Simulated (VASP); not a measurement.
SiO2, 12 atoms in the cell. The structure is tetragonal, space group I4/mmm (No. 139). The conventional cell has a = 9.039 Å, b = 9.039 Å, c = 5.290 Å, α = 90.00°, β = 90.00°, γ = 90.00°. Within 2.2 Å of Si (site symmetry m2m) lie 4 O at 1.62 to 1.63 Å. Within 2.2 Å of O (site symmetry 2/m) lie 2 Si at 1.62 Å. O (site symmetry m2m) has 2 Si at 1.63 Å within 2.2 Å. 

| Quantity | Value |
| --- | --- |
| Program | VASP 6.6.1 |
| Task | relaxation of cell and atoms |
| Functional | PBE |
| Potentials or basis | VASP PAW PBE potentials, release 64 (Si, O) |
| Cutoff | 600 eV |
| k mesh | 6 × 6 × 6 |
| Occupations | gaussian, width 0.02 eV |
| Spin | no spin polarisation |
| Target pressure | -1 GPa |
| Dipole correction | no |
| Further INCAR settings | ALGO = Normal; EDIFF = 1e-06; IBRION = 2; EDIFFG = -0.008; NSW = 70; ISIF = 3 |

Potentials or basis: VASP PAW PBE potentials, release 64 (Si, O).

Command:

```sh
$ cat potpaw_PBE.64/Si/POTCAR potpaw_PBE.64/O/POTCAR > POTCAR
$ mpirun -np 1 vasp_std > vasp.out
```

Hardware: 1 thread of Oxide Virtual Turin-like Processor, with other jobs on the host.

Task: Estimate the wall time of this run.

Result: Wall time 28 min on 1 thread of Oxide Virtual Turin-like Processor (shared host), peak memory 0.55 GiB. Counts: scf iterations 44, k points 30, ion steps 6.
